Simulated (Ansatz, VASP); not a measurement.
# One calculation of BaTe, two programs

Contents of INCAR:

```
PREC = Accurate ; ENCUT = 600
EDIFF = 1E-6 ; ISMEAR = 0
SIGMA = 0.1 ; LREAL = False
LASPH = True ; NELM = 60
ALGO = Normal ; ISIF = 3
LWAVE = False ; LCHARG = False
GGA = PE ; IBRION = 2
NSW = 80 ; EDIFFG = -0.025
```

The input KPOINTS:

```
regular mesh
0
Gamma
  3 3 1
```

The input POSCAR:

```
BaTe
1.0
    4.7656618997      0.0426638615     -0.0659987268
   -2.3458829570      4.2393743657     -0.0962772069
   -0.2342932855     -0.5299238602     17.3216608175
Ba Te
4 4
Direct
    0.6683562056      0.3656322991      0.3824471553
    0.6922801306      0.3672816453      0.8757451579
    0.2931181986      0.6289603390      0.1230190083
    0.2936534490      0.6490348787      0.6265173421
    0.0625502968     -0.0159932495     -0.0076800481
   -0.0084145700     -0.0285688761      0.5024513798
   -0.0248506166     -0.0237699980      0.2442739930
    0.0233069060      0.0574229616      0.7532260118
```

Input for Ansatz:

```yaml
crystal:
  lattice:
    - [4.7656618997, 0.0426638615, -0.0659987268]
    - [-2.345882957, 4.2393743657, -0.0962772069]
    - [-0.2342932855, -0.5299238602, 17.3216608175]
  atoms:
    - { symbol: Ba, position: [0.6683562056, 0.3656322991, 0.3824471553] }
    - { symbol: Ba, position: [0.6922801306, 0.3672816453, 0.8757451579] }
    - { symbol: Ba, position: [0.2931181986, 0.628960339, 0.1230190083] }
    - { symbol: Ba, position: [0.293653449, 0.6490348787, 0.6265173421] }
    - { symbol: Te, position: [0.0625502968, -0.0159932495, -0.0076800481] }
    - { symbol: Te, position: [-0.00841457, -0.0285688761, 0.5024513798] }
    - { symbol: Te, position: [-0.0248506166, -0.023769998, 0.244273993] }
    - { symbol: Te, position: [0.023306906, 0.0574229616, 0.7532260118] }
basis:
  ecutwfc: 420
kpoints:
  mp_grid: { grid: [3, 3, 1] }
hamiltonian:
  xc: pbe
scf:
  occupations: { method: gaussian, width: 0.1 }
  lower_state_search: "off"
output:
  forces: true
  stress: true
  eigenvalues: true
relax:
  adjacent_minimum: "off"
  f_tol: 0.025
  max_steps: 60
  cell: { stress_tol: 0.25 }
```

Change from the starting cell: cell x2, atoms moved at random (sigma 0.15 Å) and cell strained at random (1.5 %), then relaxed without symmetry.

Alike in both runs: task relaxation of cell and atoms; functional PBE; k mesh 3 × 3 × 1; occupations gaussian, width 0.1 eV; no spin polarisation.

```csv
,VASP,Ansatz
version,VASP 6.6.1,Ansatz 0.2.0
potentials or method,"VASP PAW PBE potentials, release 64 (Ba_sv, Te), cutoff 600 eV","scalar-relativistic, plane waves, PAW"
valence electrons in the cell,64,104
```

|  | VASP | Ansatz | Ansatz less VASP |
| --- | --- | --- | --- |
| gap on the k mesh at the Fermi level, each at its own relaxed structure (eV) | 1.47 | 1.50 | +0.034 |
| relaxed volume (Å³/atom) | 44.54 | 44.00 | -0.534 |
| relaxed length of the cell vector where the two differ most in proportion (Å) | 4.881 | 4.859 | -0.0213 |

VASP's potentials hold 64 valence electrons a cell and Ansatz's 104, so a difference there can come from the potentials and not from the codes.

The k mesh is coarse, so the values compare programs but aren't converged. Neither program's run includes spin-orbit coupling.
